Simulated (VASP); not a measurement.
# Ir in VASP: a series of runs, part 3 of 3

VASP 6.6.1. The steps go on from the part before.

## 5. Single point, PBE (strain -0.025 along x and y, -0.050 along z)

File INCAR:

```
SYSTEM = Ir
  PREC = Accurate
  ENCUT = 520
  EDIFF = 1E-6
  ISMEAR = 0
  SIGMA = 0.15
  LREAL = .FALSE.
  LASPH = .TRUE.
  NELM = 60
  ALGO = Fast
  ISIF = 2
  LWAVE = .FALSE.
  LCHARG = .TRUE.
  GGA = PE
  LELF = .TRUE.
  LVHAR = .TRUE.
  NBANDS = 10
```

File KPOINTS:

```
Automatic mesh
0
G
  22 22 22
  0 0 0
```

File POSCAR:

```
Ir
1.0
    0.0000000000      1.8717075000      1.8237150000
    1.8717075000      0.0000000000      1.8237150000
    1.8717075000      1.8717075000      0.0000000000
Ir
1
Direct
    0.0000000000      0.0000000000      0.0000000000
```

Potentials or basis: VASP PAW PBE potentials, release 64 (Ir).

Launch:

```
cat potpaw_PBE.64/Ir/POTCAR > POTCAR
mpirun -np 1 vasp_std > vasp.out
```

OUTCAR:

```text
SYSTEM = Ir
   PREC = Accurate
   ENCUT = 520
   EDIFF = 1E-6
   ISMEAR = 0
   LREAL = .FALSE.
   LASPH = .TRUE.
   NELM = 60
   ISIF = 2
   GGA = PE

 ion  position               nearest neighbor table
   1  0.000  0.000  0.000-

  LATTYP: Found a body centered tetragonal cell.
 ALAT       =     2.6469941313
 C/A-ratio  =     1.3779516762

  Lattice vectors:

 A1 = (   0.0000000000,  -1.8717075000,  -1.8237150000)
 A2 = (   0.0000000000,   1.8717075000,  -1.8237150000)
 A3 = (   1.8717075000,   0.0000000000,   1.8237150000)

Analysis of symmetry for initial positions (statically):
=====================================================================
 Subroutine PRICEL returns:
 Original cell was already a primitive cell.

 Routine SETGRP: Setting up the symmetry group for a
 body centered tetragonal supercell.

 Subroutine GETGRP returns: Found 16 space group operations
 (whereof 16 operations were pure point group operations)
 out of a pool of 16 trial point group operations.

The static configuration has the point symmetry D_4h.

Analysis of symmetry for dynamics (positions and initial velocities):
=====================================================================
 Subroutine PRICEL returns:
 Original cell was already a primitive cell.

 Routine SETGRP: Setting up the symmetry group for a
 body centered tetragonal supercell.

 Subroutine GETGRP returns: Found 16 space group operations
 (whereof 16 operations were pure point group operations)
 out of a pool of 16 trial point group operations.

The dynamic configuration has the point symmetry D_4h.

 Subroutine INISYM returns: Found 16 space group operations
 (whereof 16 operations are pure point group operations),
 and found     1 'primitive' translations

----------------------------------------------------------------------------------------

                                     Primitive cell

  volume of cell :      12.7780

[... 111 lines left out ...]
   GGA     = PE    functional components
   LHFCALC =     F    Hartree Fock is set to
   AEXX    =    0.0000 exact exchange contribution
   IVDW    =     0    specifies the selected vdW correction
   LEPSILON=     F    determine dielectric tensor
   LRPA    =     F    only Hartree local field effects (RPA)
 non-spin polarized calculation
 RMM-DIIS sequential band-by-band and
 Gauss-broadening in eV      SIGMA  =   0.15
  energy-cutoff  :      520.00
  volume of cell :       12.78
 maximum number of plane-waves:       356
   NGX =  9   NGY =  9   NGZ =  9

 number of electron       9.0000000 magnetization

 Free energy of the ion-electron system (eV)
  ---------------------------------------------------
  ext. energy  EPLUGINS =         0.00000000
  ---------------------------------------------------
  free energy    TOTEN  =        -8.54650548 eV

  energy without entropy =       -8.53616865  energy(sigma->0) =       -8.54133706

 E-fermi :  12.2452     XC(G=0): -14.6008

 val. band max:       12.2440109909   @ k =  -0.3636   0.2727   0.0000
 cond. band min:      12.2492907248   @ k =   0.3182   0.2273   0.0455
 fundamental gap:      0.0052797339
 Fermi energy:        12.2451836387

 k-point     1 :       0.0000    0.0000    0.0000
  band No.  band energies     occupation
      1       0.0165      2.00000
      2       7.6131      2.00000
      3       7.6131      2.00000
      4       7.9914      2.00000
      5      10.6301      2.00000
      6      11.1445      2.00000
      7      26.3487      0.00000
      8      32.2254      0.00000
      9      32.2254      0.00000
     10      33.2188      0.00000
[... 287 lines left out ...]
 k-point    24 :      -0.4545    0.0455    0.0000
  band No.  band energies     occupation
      1       3.1219      2.00000
      2       7.4738      2.00000
      3       7.7231      2.00000
      4      10.7198      2.00000
      5      13.3105      0.00000
      6      13.7160      0.00000
      7      20.8377      0.00000
      8      26.1680      0.00000
      9      32.9594      0.00000
     10      32.9998      0.00000

 [... further k-points ...]

------------------------ aborting loop because EDIFF is reached ----------------------------------------

  FORCE on cell =-STRESS in cart. coord.  units (eV):
  Direction    XX          YY          ZZ          XY          YZ          ZX
  --------------------------------------------------------------------------------------
  -------------------------------------------------------------------------------------
  Total        4.6125907      4.6125907      5.6133166      0.0000000      0.0000000      0.0000000
  in kB      578.3524436    578.3524436    703.8290598      0.0000000      0.0000000      0.0000000
  external PRESSURE =     620.1779823 kB  Pullay stress =       0.0000000 kB

 VOLUME and BASIS-vectors are now :
 -----------------------------------------------------------------------------
  energy-cutoff  :      520.00
  volume of cell :       12.78
      direct lattice vectors                 reciprocal lattice vectors
     0.000000000  1.871707500  1.823715000    -0.267135757  0.267135757  0.274165645
     1.871707500  0.000000000  1.823715000     0.267135757 -0.267135757  0.274165645
     1.871707500  1.871707500  0.000000000     0.267135757  0.267135757 -0.274165645

 POSITION                                       TOTAL-FORCE (eV/Angst)
 -----------------------------------------------------------------------------------
      0.00000      0.00000      0.00000         0.000000     -0.000000     -0.000000
 -----------------------------------------------------------------------------------
    total drift:                                0.000000     -0.000000     -0.000000

  FREE ENERGIE OF THE ION-ELECTRON SYSTEM (eV)
  ---------------------------------------------------
  free  energy   TOTEN  =        -8.5465054813 eV

  energy  without entropy=       -8.5361686452  energy(sigma->0) =       -8.54133706
```

stdout:

```text
POSCAR found type information on POSCAR Ir
 POSCAR found :  1 types and       1 ions
 scaLAPACK will be used
 LDA part: xc-table for (Slater+PW92), standard interpolation
 POSCAR, INCAR and KPOINTS ok, starting setup
 FFT: planning ... GRIDC
 FFT: planning ... GRID_SOFT
 FFT: planning ... GRID
 WAVECAR not read
 entering main loop
```

Run time: 2.6 min. Hardware: 1 thread of Intel Xeon 8259CL, shared host; peak memory 0.23 GiB.

Results:

| Quantity | Value |
| --- | --- |
| Free energy | -8.5465 eV |
| Pressure | 62.0 GPa |
| Band gap on the k mesh | zero (an odd number of electrons rules out a gap without spin polarisation) |

Caveat: the cell differs from its parent crystal (strain -0.025 along x and y, -0.050 along z); the cell stands under pressure; spin-orbit coupling is left out, which moves the levels of the heavy elements.

## 6. Single point, PBE (strain -0.050 along x and y, +0.025 along z)

File INCAR:

```
SYSTEM = Ir
PREC = Accurate
ENCUT = 520
EDIFF = 1E-6
ISMEAR = 0
SIGMA = 0.15
LREAL = .FALSE.
LASPH = .TRUE.
NELM = 80
ALGO = Fast
ISIF = 2
LWAVE = .FALSE.
LCHARG = .FALSE.
GGA = PE
NBANDS = 10
```

KPOINTS is that of step 5.

File POSCAR:

```
Ir
1.0
    0.0000000000      1.8237150000      1.9676925000
    1.8237150000      0.0000000000      1.9676925000
    1.8237150000      1.8237150000      0.0000000000
Ir
1
Direct
    0.0000000000      0.0000000000      0.0000000000
```

Potentials or basis: VASP PAW PBE potentials, release 64 (Ir).

Launch:

```
cat potpaw_PBE.64/Ir/POTCAR > POTCAR
mpirun -np 1 vasp_std > vasp.out
```

It took 2.6 min on 1 thread of Intel Xeon 8259CL, shared host; peak memory 0.23 GiB.

Results (log left out):

```yaml
Free_energy: -8.5858 eV
Pressure: 48.9 GPa
Band_gap_on_the_k_mesh: zero (an odd number of electrons rules out a gap without spin polarisation)
```

Stress tensor (GPa, compression positive):
```
61.09  0.00  0.00
 0.00 61.09  0.00
 0.00  0.00 24.46
```

Levels at points of the mesh, in eV from the Fermi level:
```tsv
k point	band 2	band 3	band 4	band 5	band 6	band 7
(0.00, 0.00, 0.00)	-5.06	-3.91	-3.91	-2.11	-0.56	14.28
(0.50, 0.00, 0.00)	-5.01	-3.87	-0.89	0.80	1.35	8.22
(0.50, 0.50, 0.00)	-8.15	0.66	1.19	1.68	1.68	10.23
(0.50, 0.00, 0.50)	-8.18	0.90	1.15	2.34	2.38	11.18
```

Caveat: the cell differs from its parent crystal (strain -0.050 along x and y, +0.025 along z); the cell stands under pressure; spin-orbit coupling is left out, which moves the levels of the heavy elements.

## 7. Summary

| cell | gap on the mesh (eV) | pressure (GPa) |
| --- | --- | --- |
| a = 2.851 Å, angles 60.0°, 1 atom | none | -30.6 |
| a = 2.613, b = 2.613, c = 2.579 Å, angles 60.4, 60.4, 59.1°, 1 atom | none | 79.8 |
| a = 2.648, b = 2.648, c = 2.579 Å, angles 60.9, 60.9, 58.3°, 1 atom | none | 63.2 |
| a = 2.613, b = 2.613, c = 2.647 Å, angles 59.6, 59.6, 60.9°, 1 atom | none | 62.0 |
| a = 2.683, b = 2.683, c = 2.579 Å, angles 61.3, 61.3, 57.5°, 1 atom | none | 48.9 |

Alike in all rows: task single point; level PBE; potentials or basis VASP PAW PBE potentials, release 64 (Ir); no spin polarisation; k mesh 22 × 22 × 22; cutoff (eV) 520; smearing gaussian 0.15 eV.

Caveats: spin-orbit coupling is left out, which moves the levels of the heavy elements; the cell stands under pressure (at least some runs); the cell stands under tension (at least some runs).

Absolute energies hang on the potentials; compare differences alone.
